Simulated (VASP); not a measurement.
# Y2I3 (P-3m1) in VASP: notebook, part 2 of 2

VASP 6.6.1. The steps go on from the part before.

### 3 Relaxation of cell and atoms, PBE

This run uses another cell than the first one, of 35.38 Å³/atom.

File INCAR:

```
SYSTEM = Y2I3
ALGO     = Normal         ! electronic algorithm
EDIFF    = 1E-6           ! SCF threshold, eV
EDIFFG   = -0.04          ! ionic threshold
ENCUT    = 600            ! plane-wave cutoff, eV
GGA      = PE             ! functional
IBRION   = 2              ! ionic algorithm
ISIF     = 3              ! what is computed and relaxed
ISMEAR   = 0              ! smearing method
LASPH    = .TRUE.         ! aspherical terms in the spheres
LCHARG   = .FALSE.        ! write CHGCAR
LREAL    = .FALSE.        ! projectors in reciprocal space
LWAVE    = .FALSE.        ! write WAVECAR
NELM     = 60             ! most SCF steps
NSW      = 90             ! ionic steps
PREC     = Accurate       ! precision mode
SIGMA    = 0.1            ! smearing width, eV
```

File KPOINTS:

```
k-points
0
G
  6 6 2
  0 0 0
```

File POSCAR:

```
Y2I3
1.0
    5.0826486030      0.0000000000      0.0000000000
   -2.5413243015      4.4017028087      0.0000000000
    0.0000000000      0.0000000000      7.9077756183
Y I
2 3
Direct
    0.3333333333      0.6666666667      0.2450000000
    0.6666666667      0.3333333333      0.7550000000
    0.0000000000      0.0000000000      0.0000000000
    0.3333333333      0.6666666667      0.6450000000
    0.6666666667      0.3333333333      0.3550000000
```

Potentials or basis: VASP PAW PBE potentials, release 64 (Y_sv, I).

On the command line:

```bash
cat potpaw_PBE.64/Y_sv/POTCAR potpaw_PBE.64/I/POTCAR > POTCAR
mpirun -np 1 vasp_std > vasp.out
```

OUTCAR:

```text
SYSTEM = Y2I3
   EDIFF = 1E-6
   EDIFFG = -0.04
   ENCUT = 600
   GGA = PE
   IBRION = 2
   ISIF = 3
   ISMEAR = 0
   LASPH = .TRUE.
   LREAL = .FALSE.
   NELM = 60
   NSW = 90
   PREC = Accurate

 ion  position               nearest neighbor table
   1  0.333  0.667  0.245-   5 3.06   5 3.06   5 3.06   4 3.16   3 3.52   3 3.52   3 3.52
   2  0.667  0.333  0.755-   4 3.06   4 3.06   4 3.06   5 3.16   3 3.52   3 3.52   3 3.52
   3  0.000  0.000  0.000-   1 3.52   2 3.52   1 3.52   2 3.52   2 3.52   1 3.52
   4  0.333  0.667  0.645-   2 3.06   2 3.06   2 3.06   1 3.16
   5  0.667  0.333  0.355-   1 3.06   1 3.06   1 3.06   2 3.16

  LATTYP: Found a hexagonal cell.
 ALAT       =     5.0826486030
 C/A-ratio  =     1.5558375634

  Lattice vectors:

 A1 = (   5.0826486030,   0.0000000000,   0.0000000000)
 A2 = (  -2.5413243015,   4.4017028087,   0.0000000000)
 A3 = (   0.0000000000,   0.0000000000,   7.9077756183)

Analysis of symmetry for initial positions (statically):
=====================================================================
 Subroutine PRICEL returns:
 Original cell was already a primitive cell.

 Routine SETGRP: Setting up the symmetry group for a
 hexagonal supercell.

 Subroutine GETGRP returns: Found 12 space group operations
 (whereof 12 operations were pure point group operations)
 out of a pool of 24 trial point group operations.

The static configuration has the point symmetry D_3d.

Analysis of symmetry for dynamics (positions and initial velocities):
=====================================================================
 Subroutine PRICEL returns:
 Original cell was already a primitive cell.

 Routine SETGRP: Setting up the symmetry group for a
 hexagonal supercell.

 Subroutine GETGRP returns: Found 12 space group operations
 (whereof 12 operations were pure point group operations)
 out of a pool of 24 trial point group operations.

The dynamic configuration has the point symmetry D_3d.

 Subroutine INISYM returns: Found 12 space group operations
 (whereof 12 operations are pure point group operations),
 and found     1 'primitive' translations

[... 122 lines left out ...]
 Gauss-broadening in eV      SIGMA  =   0.10
  energy-cutoff  :      600.00
  volume of cell :      176.92
 maximum number of plane-waves:      5936
 NGX is ok and might be reduce to    42
   NGX = 21   NGY = 21   NGZ = 31

--------------------------------------- Ionic step        1  -------------------------------------------

 number of electron      43.0000003 magnetization

 Free energy of the ion-electron system (eV)
  ---------------------------------------------------
  ext. energy  EPLUGINS =         0.00000000
  ---------------------------------------------------
  free energy    TOTEN  =       -20.54596011 eV

  energy without entropy =      -20.50794736  energy(sigma->0) =      -20.52695373

------------------------ aborting loop because EDIFF is reached ----------------------------------------

  FORCE on cell =-STRESS in cart. coord.  units (eV):
  Direction    XX          YY          ZZ          XY          YZ          ZX
  --------------------------------------------------------------------------------------
  -------------------------------------------------------------------------------------
  Total        0.3152823      0.3152823     -0.9568612      0.0000000     -0.0000000      0.0000000
  in kB        2.8552556      2.8552556     -8.6655155      0.0000000     -0.0000000      0.0000000
  external PRESSURE =      -0.9850014 kB  Pullay stress =       0.0000000 kB
[... 98 lines left out ...]
  FREE ENERGIE OF THE ION-ELECTRON SYSTEM (eV)
  ---------------------------------------------------
  free  energy   TOTEN  =       -20.8737301273 eV

  energy  without entropy=      -20.8353645228  energy(sigma->0) =      -20.85454733

[... ionic steps 4 to 10 ...]

--------------------------------------- Ionic step       11  -------------------------------------------

 number of electron      42.9999999 magnetization

 E-fermi :   5.9185     XC(G=0):  -9.0230

 val. band max:        5.8995640280   @ k =   0.1667   0.0000   0.5000
 cond. band min:       5.9815595694   @ k =   0.3333   0.0000   0.5000
 fundamental gap:      0.0819955414
 Fermi energy:         5.9184522418

 k-point     1 :       0.0000    0.0000    0.0000
  band No.  band energies     occupation
      1     -37.8016      2.00000
      2     -37.7811      2.00000
      3     -17.8593      2.00000
      4     -17.8330      2.00000
      5     -17.8330      2.00000
      6     -17.7837      2.00000
[... 458 lines left out ...]
--------------------------------------- Ionic step       13  -------------------------------------------

 number of electron      43.0000004 magnetization

 Free energy of the ion-electron system (eV)
  ---------------------------------------------------
  ext. energy  EPLUGINS =         0.00000000
  ---------------------------------------------------
  free energy    TOTEN  =       -21.80132882 eV

  energy without entropy =      -21.77621531  energy(sigma->0) =      -21.78877207

 E-fermi :   6.0937     XC(G=0):  -9.1072

 val. band max:        6.0586422383   @ k =   0.1667   0.0000   0.5000
 cond. band min:       6.1531855952   @ k =   0.3333   0.0000   0.5000
 fundamental gap:      0.0945433569
 Fermi energy:         6.0937486648

 k-point     1 :       0.0000    0.0000    0.0000
  band No.  band energies     occupation
      1     -37.5592      2.00000
      2     -37.5377      2.00000
      3     -17.6273      2.00000
      4     -17.6020      2.00000
      5     -17.6020      2.00000
      6     -17.5443      2.00000
[... 413 lines left out ...]
  FREE ENERGIE OF THE ION-ELECTRON SYSTEM (eV)
  ---------------------------------------------------
  free  energy   TOTEN  =       -21.8013288215 eV

  energy  without entropy=      -21.7762153102  energy(sigma->0) =      -21.78877207

 reached required accuracy - stopping structural energy minimisation
```

OSZICAR:

```text
N       E                     dE             d eps       ncg     rms          rms(c)
DAV:   1     0.272223626112E+03    0.27222E+03   -0.20439E+04   700   0.165E+03
DAV:   2     0.331413043098E+01   -0.26891E+03   -0.26645E+03   841   0.341E+02
DAV:   3    -0.191028813878E+02   -0.22417E+02   -0.22245E+02  1026   0.734E+01
[... 143 lines left out ...]
DAV:   5    -0.218000638530E+02   -0.25828E-02   -0.35550E-03   963   0.296E-01    0.439E-01
DAV:   6    -0.218013086866E+02   -0.12448E-02   -0.36270E-03  1249   0.223E-01    0.106E-01
DAV:   7    -0.218013225152E+02   -0.13829E-04   -0.15661E-04   859   0.692E-02    0.679E-02
DAV:   8    -0.218013299668E+02   -0.74516E-05   -0.94851E-05  1281   0.466E-02    0.162E-02
DAV:   9    -0.218013287633E+02    0.12035E-05   -0.18649E-05   803   0.217E-02    0.880E-03
DAV:  10    -0.218013288215E+02   -0.58206E-07   -0.31103E-06   765   0.742E-03
  13 F= -.21801329E+02 E0= -.21788772E+02  d E =-.157721E-01
```

CONTCAR:

```text
Y2I3
   1.00000000000000
     5.3071296605383491    0.0000000000000001    0.0000000000000000
    -2.6535648302691746    4.5961091071956490   -0.0000000000000001
    -0.0000000000000000   -0.0000000000000003    6.7811649491672306
  Y               I
     2     3
Direct
     0.3333333332999970    0.6666666667000030    0.1549073451517439
     0.6666666667000030    0.3333333332999970    0.8450926548482560
     0.0000000000000000    1.0000000000000000    0.0000000000000000
     0.3333333332999970    0.6666666667000030    0.6751013956828890
     0.6666666667000030    0.3333333332999970    0.3248986043171112

  0.00000000E+00  0.00000000E+00  0.00000000E+00
  0.00000000E+00  0.00000000E+00  0.00000000E+00
  0.00000000E+00  0.00000000E+00  0.00000000E+00
  0.00000000E+00  0.00000000E+00  0.00000000E+00
  0.00000000E+00  0.00000000E+00  0.00000000E+00
```

It took 16 min on 1 thread of Intel Xeon Platinum 8259CL at 2.50GHz (Skylake/Cascade Lake), shared host; peak memory 0.4 GiB.

What came out:

| Quantity | Value |
| --- | --- |
| Free energy | -21.8013 eV |
| Relaxed volume | 33.08 Å³/atom |
| Relaxed cell | a = 5.307 Å, b = 5.307 Å, c = 6.781 Å, α = 90.00°, β = 90.00°, γ = 120.00° |
| Space group after relaxing (to 0.1 Å) | P-3m1 (No. 164) |
| Energy gained by relaxing | 251.1 meV/atom |
| Ionic steps | 13 |
| Pressure after relaxing | 0.0 GPa |
| Largest force after relaxing | 0.022 eV/Å |
| Band gap on the k mesh | zero (an odd number of electrons rules out a gap without spin polarisation) |

Forces in eV/Å, atoms in the order of the input:
```
Y    0.000  0.000 -0.017
Y    0.000  0.000  0.017
I    0.000  0.000  0.000
I    0.000  0.000  0.022
I    0.000  0.000 -0.022
```

The path:
```csv
step,energy change (eV),largest force (eV/Å),pressure (GPa),volume (Å³)
1,0.0000,0.8135,-0.10,176.92
2,-0.0764,0.8706,-0.32,176.35
3,-0.3278,1.0607,-0.81,174.55
4,-0.8672,0.8154,-1.03,170.50
5,-0.8649,1.1783,2.28,160.48
6,-1.0590,0.5982,-0.79,167.23
7,-1.1461,0.7129,0.00,163.99
8,-1.1318,0.8190,1.37,162.44
9,-1.1858,0.3993,0.46,163.25
10,-1.2373,0.1193,-1.08,169.94
11,-1.2396,0.1549,-0.84,168.75
12,-1.2132,0.2060,1.60,160.22
13,-1.2554,0.0217,0.00,165.41
```

Final structure:
```
Y I
1.0
     5.30713    0.00000    0.00000
    -2.65356    4.59611    0.00000
     0.00000    0.00000    6.78116
Y I
2 3
Direct
  0.33333 0.66667 0.15491
  0.66667 0.33333 0.84509
  0.00000 0.00000 0.00000
  0.33333 0.66667 0.67510
  0.66667 0.33333 0.32490
```

Caveat: the k points lie up to 0.46 Å⁻¹ apart in the final cell, too coarse for converged energies and pressures of a metal; spin-orbit coupling is left out, which moves the levels of the heavy elements; an odd number of electrons without spin polarisation forces a metal; a magnetic or distorted state may lie lower.

The gap in the log of VASP goes by the Fermi energy; the results here count the filled bands.